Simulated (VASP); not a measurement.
A run of VASP 6.6.1 is set up as follows.

INCAR

```
PREC = Accurate ; ENCUT = 520
EDIFF = 1E-7 ; ISMEAR = 0
SIGMA = 0.05 ; LREAL = F
LASPH = T ; NELM = 80
ALGO = Normal ; ISIF = 2
LWAVE = F ; LCHARG = F
GGA = PE ; NBANDS = 17
```

The input KPOINTS:

```
regular mesh
0
Gamma
  8 8 8
```

The input POSCAR:

```
SnTe
1.0
    0.0030333626      3.4665918256      3.5260674002
    3.5184839936      0.0000000000      3.5291007629
    3.5154506310      3.4665918256      0.0030333626
Sn Te
1 1
Direct
   -0.0083076120      0.0083076120     -0.0083076120
    0.7583076120      0.7416923880      0.7583076120
```

Potentials or basis: VASP PAW PBE potentials, release 64 (Sn_d, Te).

Launch:

```console
$ cat potpaw_PBE.64/Sn_d/POTCAR potpaw_PBE.64/Te/POTCAR > POTCAR
$ mpirun -np 1 vasp_std > vasp.out
```

(1) Estimate the largest force.

(2) Predict the pressure.

(3) Estimate the band gap on the k mesh.

## Answers

(1) 0.351 eV/Å.

(2) 2.6 GPa.

(3) zero (band 10 reaches 4.18 eV, above the bottom of band 11 at 3.94 eV).

Caveat: the cell differs from its parent crystal (strained and its atoms moved); spin-orbit coupling is left out, which moves the levels of the heavy elements.
